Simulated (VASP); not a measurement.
Runs of VASP 6.6.1 on ZrN. The structure is that of space group Fm-3m (No. 225), or close to it. The cells are those of the table. 

```tsv
task	level	cell	gap on the mesh (eV)	pressure (GPa)	relaxed volume (Å³/atom)
single point	PBE+D3(BJ)	a = 3.225 Å, angles 60.0°, 2 atoms	none	0.1	-
relaxation of cell and atoms	PBE+D4	relaxed from a = 3.253 Å, angles 60.0°, 2 atoms	none	-0.1	(a)
relaxation of cell and atoms	PBEsol	relaxed from a = 3.253 Å, angles 60.0°, 2 atoms	none	-0.1	11.82
single point	PBE+D4	a = 3.230 Å, angles 60.0°, 2 atoms	none	0.1	-
relaxation of cell and atoms	PBE+D3(BJ)	relaxed from a = 3.253 Å, angles 60.0°, 2 atoms	none	-0.1	11.87
```

Alike in all rows: potentials or basis VASP PAW PBE potentials, release 64 (Zr_sv, N); no spin polarisation; k mesh 11 × 11 × 11; cutoff (eV) 600; smearing fermi-dirac 0.15 eV.

Question: Fill in the values left out.

Answer: (a) 11.93.

Caveats: the PAW data sets were made with another functional, which shifts forces and pressure a little (at least some runs).

A k mesh can miss the band edges, and the runs leave out spin-orbit coupling on Zr.

A gap of «none» marks levels without a gap at the run's occupations.
